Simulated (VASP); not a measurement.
Wanted: the native input for a VASP 6.6.1 run.

| Item | Value |
| --- | --- |
| Task | single point |
| Functional | LDA |
| Potentials or basis | VASP PAW LDA potentials, release 64 (W_sv) |
| Cutoff | 520 eV |
| k mesh | 10 × 10 × 10 |
| Occupations | fermi-dirac, width 0.1 eV |
| Spin | non-collinear spin, zero start, spin-orbit coupling |
| Starting moments | [[0.0, 0.0, 0.0], [0.0, 0.0, 0.0]] μB |
| Dipole correction | no |
| Further INCAR settings | ALGO = Normal; EDIFF = 1e-06; NBANDS = 40 |

The structure of W lies in POSCAR:

```
W
1.0
    0.0000000000      2.8560465563      2.8560465563
    2.8560465563      0.0000000000      2.8560465563
    2.8560465563      2.8560465563      0.0000000000
W
2
Direct
    0.1250000000      0.1250000000      0.1250000000
    0.8750000000      0.8750000000      0.8750000000
```

This isn't the form of W at room conditions, which is bcc.

These files were run (other wordings do the same):

INCAR

```
SYSTEM = W
PREC     = Accurate       ! precision mode
ENCUT    = 520            ! plane-wave cutoff, eV
EDIFF    = 1E-6           ! SCF threshold, eV
ISMEAR   = -1             ! smearing method
SIGMA    = 0.1            ! smearing width, eV
LREAL    = .False.        ! projectors in reciprocal space
LASPH    = .True.         ! aspherical terms in the spheres
NELM     = 150            ! most SCF steps
ALGO     = Normal         ! electronic algorithm
ISIF     = 2              ! what is computed and relaxed
LWAVE    = .False.        ! write WAVECAR
LCHARG   = .False.        ! write CHGCAR
MAGMOM   = 0 0 0 0 0 0    ! initial moments
LORBIT   = 11             ! projections on sites
LSORBIT  = .True.         ! spin-orbit coupling
GGA_COMPAT= .False.      
LORBMOM  = .True.       
LMAXMIX  = 4              ! l up to which the mixer works
GGA      = CA             ! functional
NBANDS   = 40             ! bands
```

KPOINTS

```
regular mesh
0
Gamma
  10 10 10
  0 0 0
```

Potentials or basis: VASP PAW LDA potentials, release 64 (W_sv).

Run with:

```bash
$ cat potpaw_LDA.64/W_sv/POTCAR > POTCAR
$ mpirun -np 1 vasp_ncl > vasp.out
```

It gave:

The pressure is 1.2 GPa. The net moment is 0.00 μB per cell and the valence electrons inside the program's atomic spheres are W 12.34.

Wall time 99 s on 1 thread of Intel(R) Xeon(R) 6975P-C (Granite Rapids) (shared host), peak memory 0.31 GiB.
